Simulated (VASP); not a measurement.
Input of a VASP 6.6.1 run:

The input INCAR:

```
PREC = Accurate ; ENCUT = 520
EDIFF = 1E-7 ; ISMEAR = 0
SIGMA = 0.05 ; LREAL = False
LASPH = True ; NELM = 100
ALGO = Normal ; ISIF = 2
LWAVE = False ; LCHARG = False
GGA = PS ; NBANDS = 18
```

KPOINTS

```
Automatic mesh
0
Gamma
  10 1 8
```

The input POSCAR:

```
P
1.0
    3.5372884563      0.0000000000      0.0000000000
    0.0000000000     37.5485983782      0.0000000000
    0.0000000000      0.0000000000      3.9918095946
P
4
Direct
    0.0000000000      0.9702614300      0.5921507200
    0.0000000000      0.0297385700      0.4078492800
    0.5000000000      0.0297385700      0.0921507200
    0.5000000000      0.9702614300      0.9078492800
```

Potentials or basis: VASP PAW PBE potentials, release 64 (P).

Launch:

```sh
$ cat potpaw_PBE.64/P/POTCAR > POTCAR
$ mpirun -np 1 vasp_std > vasp.out
```

Question: Estimate the band gap on the k mesh.

Answer: Zero (bands 10 and 11 overlap by 0.10 eV).

Question: Predict the largest force.

Answer: 1.849 eV/Å.

Forces in eV/Å, atoms in the order of the input:
```
P    0.000  0.702 -1.711
P    0.000 -0.702  1.711
P    0.000 -0.702 -1.711
P    0.000  0.702  1.711
```

Caveat: there is no dipole correction, which matters where the two faces differ; the PAW data sets were made with another functional, which shifts forces and pressure a little.
